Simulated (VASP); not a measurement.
Set up this calculation in VASP 6.6.1, as the native input.

```
Task                   : single point
Functional             : LDA
Potentials or basis    : VASP PAW LDA potentials, release 64 (Pd)
Cutoff                 : 520 eV
k mesh                 : 18 × 18 × 18
Occupations            : gaussian, width 0.1 eV
Spin                   : no spin polarisation
Dipole correction      : no
Further INCAR settings : ALGO = Normal; EDIFF = 1e-06; NBANDS = 11
```

The structure of Pd lies in POSCAR:

```
Pd
1.0
    0.0000000000      1.9194749054      1.9194749054
    1.9194749054      0.0000000000      1.9194749054
    1.9194749054      1.9194749054      0.0000000000
Pd
1
Direct
    0.0000000000      0.0000000000      0.0000000000
```

These files were run (other wordings do the same):

INCAR

```
SYSTEM = Pd
ALGO = Normal ; EDIFF = 1E-6
ENCUT = 520 ; ISIF = 2
ISMEAR = 0 ; LASPH = .TRUE.
LCHARG = .TRUE. ; LELF = .TRUE.
LREAL = .FALSE. ; LVHAR = .TRUE.
LWAVE = .FALSE. ; NBANDS = 11
NELM = 80 ; PREC = Accurate
SIGMA = 0.1
```

KPOINTS

```
k-points
0
G
  18 18 18
  0 0 0
```

Potentials or basis: VASP PAW LDA potentials, release 64 (Pd).

Run with:

```bash
$ cat potpaw_LDA.64/Pd/POTCAR > POTCAR
$ mpirun -np 1 vasp_std > vasp.out
```

It gave:

```
Pressure               : 0.3 GPa
Band gap on the k mesh : zero (band 5 reaches 10.65 eV, above the bottom of band 6 at 8.95 eV)
```

Wall time 8.9 s on 1 thread of Intel(R) Xeon(R) 6975P-C (Granite Rapids), with other jobs on the host, peak memory 0.14 GiB.
